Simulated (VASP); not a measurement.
# Tl (Im-3m) in VASP: a series of runs

Tl is run at these levels: PBEsol; tasks: single point.

All numbers are computed with VASP 6.6.1; they aren't measurements. Logs are shortened: lines on timing, memory, paths and dates and some standing lists are left out, and cuts for length are marked.

## 1. The cell of the first run

The structure is cubic, space group Im-3m (No. 229). Conventional cell: a = 3.777 Å, b = 3.777 Å, c = 3.777 Å, α = 90.00°, β = 90.00°, γ = 90.00°. Within 4.3 Å of Tl (site symmetry m-3m) lie 14 Tl at 3.27 to 3.78 Å.

## 2. Single point, PBEsol (strained)

Contents of INCAR:

```
SYSTEM = Tl
  ALGO = Normal
  EDIFF = 1E-7
  ENCUT = 520
  GGA = PS
  ISIF = 2
  ISMEAR = 0
  LASPH = .TRUE.
  LCHARG = .FALSE.
  LREAL = .FALSE.
  LWAVE = .FALSE.
  NBANDS = 12
  NELM = 80
  PREC = Accurate
  SIGMA = 0.1
```

Contents of KPOINTS:

```
k-points
0
G
  16 16 16
  0 0 0
```

Contents of POSCAR:

```
Tl
1.0
   -1.8884571300      1.8884571300      1.8884571300
    1.8884571300     -1.8884571300      1.8884571300
    1.8884571300      1.8884571300     -1.8884571300
Tl
1
Direct
    0.0000000000      0.0000000000      0.0000000000
```

Potentials or basis: VASP PAW PBE potentials, release 64 (Tl_d).

The run is started by

```console
cat potpaw_PBE.64/Tl_d/POTCAR > POTCAR
mpirun -np 1 vasp_std > vasp.out
```

OUTCAR:

```text
SYSTEM = Tl
   EDIFF = 1E-7
   ENCUT = 520
   GGA = PS
   ISIF = 2
   ISMEAR = 0
   LASPH = .TRUE.
   LREAL = .FALSE.
   NELM = 80
   PREC = Accurate

 ion  position               nearest neighbor table
   1  0.000  0.000  0.000-

  LATTYP: Found a body centered cubic cell.
 ALAT       =     3.7769142600

  Lattice vectors:

 A1 = (  -1.8884571300,   1.8884571300,   1.8884571300)
 A2 = (   1.8884571300,  -1.8884571300,   1.8884571300)
 A3 = (   1.8884571300,   1.8884571300,  -1.8884571300)

Analysis of symmetry for initial positions (statically):
=====================================================================
 Subroutine PRICEL returns:
 Original cell was already a primitive cell.

 Routine SETGRP: Setting up the symmetry group for a
 body centered cubic supercell.

 Subroutine GETGRP returns: Found 48 space group operations
 (whereof 48 operations were pure point group operations)
 out of a pool of 48 trial point group operations.

The static configuration has the point symmetry O_h .

Analysis of symmetry for dynamics (positions and initial velocities):
=====================================================================
 Subroutine PRICEL returns:
 Original cell was already a primitive cell.

 Routine SETGRP: Setting up the symmetry group for a
 body centered cubic supercell.

 Subroutine GETGRP returns: Found 48 space group operations
 (whereof 48 operations were pure point group operations)
 out of a pool of 48 trial point group operations.

The dynamic configuration has the point symmetry O_h .

 Subroutine INISYM returns: Found 48 space group operations
 (whereof 48 operations are pure point group operations),
 and found     1 'primitive' translations

----------------------------------------------------------------------------------------

                                     Primitive cell

  volume of cell :      26.9390

  direct lattice vectors                    reciprocal lattice vectors
    -1.888457130  1.888457130  1.888457130     0.000000000  0.264766402  0.264766402
     1.888457130 -1.888457130  1.888457130     0.264766402  0.000000000  0.264766402
     1.888457130  1.888457130 -1.888457130     0.264766402  0.264766402  0.000000000

  length of vectors
     3.270903697  3.270903697  3.270903697     0.374436237  0.374436237  0.374436237

  position of ions in fractional coordinates (direct lattice)
     0.000000000  0.000000000  0.000000000

  ion indices of the primitive-cell ions
   primitive index   ion index
                 1           1

----------------------------------------------------------------------------------------

 KPOINTS: k-points

Automatic generation of k-mesh.
 Grid dimensions read from file:
 generate k-points for:   16   16   16

 Generating k-lattice:

  Cartesian coordinates                     Fractional coordinates (reciprocal lattice)
     0.000000000  0.016547900  0.016547900     0.062500000  0.000000000  0.000000000
     0.016547900  0.000000000  0.016547900     0.000000000  0.062500000  0.000000000
     0.016547900  0.016547900  0.000000000     0.000000000  0.000000000  0.062500000

  Length of vectors
     0.023402265  0.023402265  0.023402265

  Shift w.r.t. Gamma in fractional coordinates (k-lattice)
     0.000000000  0.000000000  0.000000000

 Subroutine IBZKPT returns following result:
 ===========================================

 Found    145 irreducible k-points:

 Following reciprocal coordinates:
            Coordinates               Weight
  0.000000  0.000000  0.000000      1.000000
  0.062500  0.000000  0.000000     12.000000
  0.125000  0.000000  0.000000     12.000000
  0.187500  0.000000  0.000000     12.000000
  0.250000  0.000000  0.000000     12.000000
  0.312500  0.000000  0.000000     12.000000
[... 16 lines left out ...]
  0.187500  0.187500  0.000000     24.000000
  0.250000  0.187500 -0.000000     48.000000
 [... further k-points ...]
   k-points           NKPTS =    145   k-points in BZ     NKDIM =    145   number of bands    NBANDS=     12
   number of dos      NEDOS =    301   number of ions     NIONS =      1
   total plane-waves  NPLWV =  13824
   dimension x,y,z NGX =    24 NGY =   24 NGZ =   24
   dimension x,y,z NGXF=    48 NGYF=   48 NGZF=   48
   ions per type =               1
   NGX,Y,Z   is equivalent  to a cutoff of  12.20, 12.20, 12.20 a.u.
   NGXF,Y,Z  is equivalent  to a cutoff of  24.40, 24.40, 24.40 a.u.
 SYSTEM =  Tl
   PREC   = accura    normal or accurate (medium, high low for compatibility)
   ISTART =      0    job   : 0-new  1-cont  2-samecut
   ICHARG =      2    charge: 1-file 2-atom 10-const
   ISPIN  =      1    spin polarized calculation?
   LNONCOLLINEAR =      F non collinear calculations
   LSORBIT =      F    spin-orbit coupling
   LASPH  =      T    aspherical Exc in radial PAW
   ENCUT  =  520.0 eV  38.22 Ry    6.18 a.u.   6.08  6.08  6.08*2*pi/ulx,y,z
   NELM   =     80;   NELMIN=  2; NELMDL= -5     # of ELM steps
   EDIFF  = 0.1E-06   stopping-criterion for ELM
   LREAL  =      F    real-space projection
   EDIFFG = 0.1E-05   stopping-criterion for IOM
   NSW    =      0    number of steps for IOM
   IBRION =     -1    ionic relax: 0-MD 1-quasi-New 2-CG
   NFREE  =      0    steps in history (QN), initial steepest desc. (CG)
   ISIF   =      2    stress and relaxation
   ISYM   =      2    0-nonsym 1-usesym 2-fastsym
   POTIM  = 0.5000    time-step for ionic-motion
   TEBEG  =    0.0;   TEEND  =   0.0 temperature during run
   PSTRESS=    0.0 pullay stress
   NELECT =      13.0000    total number of electrons
   NUPDOWN=      -1.0000    fix difference up-down
   EMIN   =  10.00;   EMAX   =-10.00  energy-range for DOS
   EFERMI =   0.00;   METHOD = LEGACY
   ISMEAR =     0;   SIGMA  =   0.10  broadening in eV -4-tet -1-fermi 0-gaus
   EFERMI_NEDOS =   21; number of points for ismear=-14 and -15
   IALGO  =     38    algorithm
   IMIX   =      4    mixing-type and parameters
     AMIX     =   0.40;   BMIX     =  1.00
     AMIX_MAG =   1.60;   BMIX_MAG =  1.00
  volume/ion in A,a.u.               =      26.94       181.79
  Fermi-wavevector in a.u.,A,eV,Ry     =   1.284090  2.426578 22.434474  1.648887
  Thomas-Fermi vector in A             =   2.416304
   LORBIT       =      0    0 simple, 1 ext, 2 COOP (PROOUT), +10 PAW based schemes
   GGA     = PS    functional components
   LHFCALC =     F    Hartree Fock is set to
   AEXX    =    0.0000 exact exchange contribution
   IVDW    =     0    specifies the selected vdW correction
   LEPSILON=     F    determine dielectric tensor
   LRPA    =     F    only Hartree local field effects (RPA)
 non-spin polarized calculation
 Gauss-broadening in eV      SIGMA  =   0.10
  energy-cutoff  :      520.00
  volume of cell :       26.94
 maximum number of plane-waves:       736
   NGX = 13   NGY = 13   NGZ = 13

 number of electron      12.9999995 magnetization

 Free energy of the ion-electron system (eV)
  ---------------------------------------------------
  ext. energy  EPLUGINS =         0.00000000
  ---------------------------------------------------
  free energy    TOTEN  =        -2.61555220 eV

  energy without entropy =       -2.61328817  energy(sigma->0) =       -2.61442018

 E-fermi :   7.0220     XC(G=0): -10.6708

 val. band max:        6.9657804571   @ k =   0.2500   0.2500   0.0000
 cond. band min:       7.0681355288   @ k =  -0.3750   0.3750   0.1250
 fundamental gap:      0.1023550717
 Fermi energy:         7.0219852860

 k-point     1 :       0.0000    0.0000    0.0000
  band No.  band energies     occupation
      1      -4.6751      2.00000
      2      -4.6751      2.00000
      3      -4.6751      2.00000
      4      -4.1736      2.00000
      5      -4.1736      2.00000
      6      -3.4562      2.00000
      7      18.5384      0.00000
      8      18.5384      0.00000
      9      18.5384      0.00000
     10      19.4876      0.00000
     11      19.4876      0.00000
     12      19.4876      0.00000

 k-point     2 :       0.0625    0.0000    0.0000
  band No.  band energies     occupation
      1      -4.6836      2.00000
      2      -4.6696      2.00000
      3      -4.6463      2.00000
      4      -4.1830      2.00000
      5      -4.1737      2.00000
      6      -3.3623      2.00000
      7      17.4706      0.00000
      8      18.1669      0.00000
      9      18.2795      0.00000
     10      19.1990      0.00000
     11      19.4402      0.00000
     12      19.4809      0.00000

 k-point     3 :       0.1250    0.0000    0.0000
  band No.  band energies     occupation
      1      -4.7078      2.00000
      2      -4.6622      2.00000
      3      -4.5628      2.00000
      4      -4.2079      2.00000
      5      -4.1736      2.00000
      6      -3.0730      2.00000
      7      15.3227      0.00000
      8      17.2922      0.00000
      9      17.5630      0.00000
     10      18.7938      0.00000
     11      19.3197      0.00000
     12      19.7181      0.00000

 k-point     4 :       0.1875    0.0000    0.0000
  band No.  band energies     occupation
      1      -4.7438      2.00000
      2      -4.6718      2.00000
      3      -4.4347      2.00000
      4      -4.2346      2.00000
      5      -4.1733      2.00000
      6      -2.5789      2.00000
      7      13.0225      0.00000
      8      16.2540      0.00000
      9      16.7116      0.00000
     10      18.4088      0.00000
     11      19.1692      0.00000
     12      20.2319      0.00000

 k-point     5 :       0.2500    0.0000    0.0000
  band No.  band energies     occupation
      1      -4.7859      2.00000
      2      -4.7100      2.00000
      3      -4.2785      2.00000
      4      -4.2464      2.00000
      5      -4.1725      2.00000
      6      -1.8802      2.00000
      7      10.7811      0.00000
      8      15.2446      0.00000
      9      15.9196      0.00000
     10      18.0990      0.00000
     11      19.0235      0.00000
     12      20.9609      0.00000
[... 228 lines left out ...]
      1      -4.8673      2.00000
      2      -4.7805      2.00000
      3      -4.2235      2.00000
      4      -4.1990      2.00000
      5      -3.9441      2.00000
      6       1.4909      2.00000
      7       5.2932      2.00000
      8      11.3578      0.00000
      9      13.9964      0.00000
     10      18.6462      0.00000
     11      20.8102      0.00000
     12      22.4214      0.00000

 k-point    22 :       0.4375    0.1250   -0.0000
  band No.  band energies     occupation
      1      -4.8758      2.00000
      2      -4.7922      2.00000
      3      -4.2112      2.00000
      4      -4.2052      2.00000
      5      -3.9139      2.00000
      6       2.2077      2.00000
      7       4.4122      2.00000
      8      11.2314      0.00000
      9      13.8985      0.00000
     10      18.6145      0.00000
     11      20.7722      0.00000
     12      23.0467      0.00000

 k-point    23 :       0.1875    0.1875    0.0000
  band No.  band energies     occupation
      1      -4.8004      2.00000
      2      -4.6548      2.00000
      3      -4.2681      2.00000
      4      -4.2659      2.00000
      5      -4.1388      2.00000
      6      -0.7840      2.00000
      7       9.3690      0.00000
      8      11.6638      0.00000
      9      14.7808      0.00000
     10      19.5381      0.00000
     11      19.9473      0.00000
     12      22.4567      0.00000

 k-point    24 :       0.2500    0.1875   -0.0000
  band No.  band energies     occupation
      1      -4.8268      2.00000
      2      -4.6569      2.00000
      3      -4.2594      2.00000
      4      -4.2463      2.00000
      5      -4.0837      2.00000
      6       0.1687      2.00000
      7       7.8594      0.00000
      8      10.6217      0.00000
      9      14.2953      0.00000
     10      19.4502      0.00000
     11      20.4777      0.00000
     12      22.9048      0.00000

 [... further k-points ...]

------------------------ aborting loop because EDIFF is reached ----------------------------------------

  FORCE on cell =-STRESS in cart. coord.  units (eV):
  Direction    XX          YY          ZZ          XY          YZ          ZX
  --------------------------------------------------------------------------------------
  -------------------------------------------------------------------------------------
  Total        0.4136806      0.4136806      0.4136806     -0.0000000      0.0000000     -0.0000000
  in kB       24.6033552     24.6033552     24.6033552     -0.0000000      0.0000000     -0.0000000
  external PRESSURE =      24.6033552 kB  Pullay stress =       0.0000000 kB

 VOLUME and BASIS-vectors are now :
 -----------------------------------------------------------------------------
  energy-cutoff  :      520.00
  volume of cell :       26.94
      direct lattice vectors                 reciprocal lattice vectors
    -1.888457130  1.888457130  1.888457130     0.000000000  0.264766402  0.264766402
     1.888457130 -1.888457130  1.888457130     0.264766402  0.000000000  0.264766402
     1.888457130  1.888457130 -1.888457130     0.264766402  0.264766402  0.000000000

 POSITION                                       TOTAL-FORCE (eV/Angst)
 -----------------------------------------------------------------------------------
      0.00000      0.00000      0.00000        -0.000000      0.000000     -0.000000
 -----------------------------------------------------------------------------------
    total drift:                                0.000000      0.000000      0.000000

  FREE ENERGIE OF THE ION-ELECTRON SYSTEM (eV)
  ---------------------------------------------------
  free  energy   TOTEN  =        -2.6155522010 eV

  energy  without entropy=       -2.6132881665  energy(sigma->0) =       -2.61442018
```

Wall time 18 s (1 thread of Intel Xeon Platinum 8259CL at 2.50GHz (Skylake/Cascade Lake), shared host); peak memory 0.17 GiB.

What came out:

* Free energy: -2.6156 eV
* Pressure: 2.5 GPa

Caveat: the cell differs from its parent crystal (strained); the PAW data sets were made with another functional, which shifts forces and pressure a little; spin-orbit coupling is left out, which moves the levels of the heavy elements.

## 3. Single point, PBEsol (strained)

Contents of INCAR:

```
PREC = Accurate ; ENCUT = 520
EDIFF = 1E-6 ; ISMEAR = 0
SIGMA = 0.1 ; LREAL = False
LASPH = True ; NELM = 100
ALGO = Normal ; ISIF = 2
LWAVE = False ; LCHARG = True
GGA = PS ; LELF = True
LVHAR = True ; NBANDS = 12
```

Contents of KPOINTS:

```
Automatic mesh
0
Gamma
  16 16 16
```

Contents of POSCAR:

```
Tl
1.0
   -1.9007630700      1.9007630700      1.9007630700
    1.9007630700     -1.9007630700      1.9007630700
    1.9007630700      1.9007630700     -1.9007630700
Tl
1
Direct
    0.0000000000      0.0000000000      0.0000000000
```

Potentials or basis: VASP PAW PBE potentials, release 64 (Tl_d).

The run is started by

```console
cat potpaw_PBE.64/Tl_d/POTCAR > POTCAR
mpirun -np 1 vasp_std > vasp.out
```

It took 17 s on 1 thread of Intel Xeon Platinum 8259CL at 2.50GHz (Skylake/Cascade Lake), shared host; peak memory 0.17 GiB.

The run converged. Its results:

| Property | Result |
| --- | --- |
| Free energy | -2.6225 eV |
| Pressure | 1.5 GPa |

Levels at points of the mesh, in eV from the Fermi level:
| k point | band 4 | band 5 | band 6 | band 7 | band 8 | band 9 |
| --- | --- | --- | --- | --- | --- | --- |
| (0.00, 0.00, 0.00) | -11.18 | -11.18 | -10.33 | 11.31 | 11.31 | 11.31 |
| (0.50, 0.00, 0.00) | -11.17 | -10.86 | -4.96 | -2.91 | 6.02 | 7.30 |
| (0.50, 0.50, 0.50) | -10.94 | -10.94 | -1.32 | 1.43 | 1.43 | 1.43 |

Caveat: the cell differs from its parent crystal (strained); the PAW data sets were made with another functional, which shifts forces and pressure a little; spin-orbit coupling is left out, which moves the levels of the heavy elements.
